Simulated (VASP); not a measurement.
Crystal: BaAl2Os.

```
CELL_PARAMETERS angstrom
1.86820 1.07860 6.57405
-1.86820 1.07860 6.57405
0.00000 -2.15721 6.57405
ATOMIC_POSITIONS crystal
Ba 0.00000 0.00000 0.00000
Al 0.22200 0.22200 0.22200
Al 0.77800 0.77800 0.77800
Os 0.50000 0.50000 0.50000
```

| Quantity | Value |
| --- | --- |
| Program | VASP 6.6.1 |
| Task | relaxation of cell and atoms |
| Functional | PBE |
| Potentials or basis | VASP PAW PBE potentials, release 64 (Ba_sv, Al, Os) |
| Cutoff | 600 eV |
| k mesh | 6 × 6 × 6 |
| Occupations | gaussian, width 0.1 eV |
| Spin | no spin polarisation |

At the start: pressure 18.4 GPa; volume 19.87 Å³/atom.

Where does the relaxation end?

Over 13 steps the energy falls by 535.1 meV/atom and the volume is 24.80 Å³/atom (+24.8 %); space group R-3m (No. 166, to 0.1 Å) before and after.

The path:
| step | energy change (eV) | largest force (eV/Å) | pressure (GPa) | volume (Å³) |
| --- | --- | --- | --- | --- |
| 1 | 0.0000 | 1.1694 | 18.37 | 79.48 |
| 2 | -0.7728 | 1.9425 | -6.63 | 108.62 |
| 3 | -0.9684 | 1.8196 | -1.31 | 97.88 |
| 4 | -1.2836 | 1.3959 | -1.15 | 98.73 |
| 5 | -1.8992 | 0.5682 | -0.83 | 100.97 |
| 6 | -1.5668 | 1.1735 | -2.69 | 103.96 |
| 7 | -2.0825 | 0.2995 | -1.69 | 102.08 |
| 8 | -2.1061 | 0.1507 | -2.11 | 102.79 |
| 9 | -2.1170 | 0.0256 | -1.94 | 102.52 |
| 10 | -2.0484 | 0.3222 | 5.26 | 93.72 |
| 11 | -2.1358 | 0.0743 | 0.06 | 99.64 |
| 12 | -2.1392 | 0.0220 | -0.09 | 98.97 |
| 13 | -2.1402 | 0.0390 | -0.05 | 99.19 |

Final structure:
```
CELL_PARAMETERS angstrom
2.17451 1.25545 6.05551
-2.17451 1.25545 6.05551
0.00000 -2.51091 6.05551
ATOMIC_POSITIONS crystal
Ba 0.00000 0.00000 0.00000
Al 0.19336 0.19336 0.19336
Al 0.80664 0.80664 0.80664
Os 0.50000 0.50000 0.50000
```

Caveat: the volume moved by over 15 % at a fixed basis, so the end points are rough.
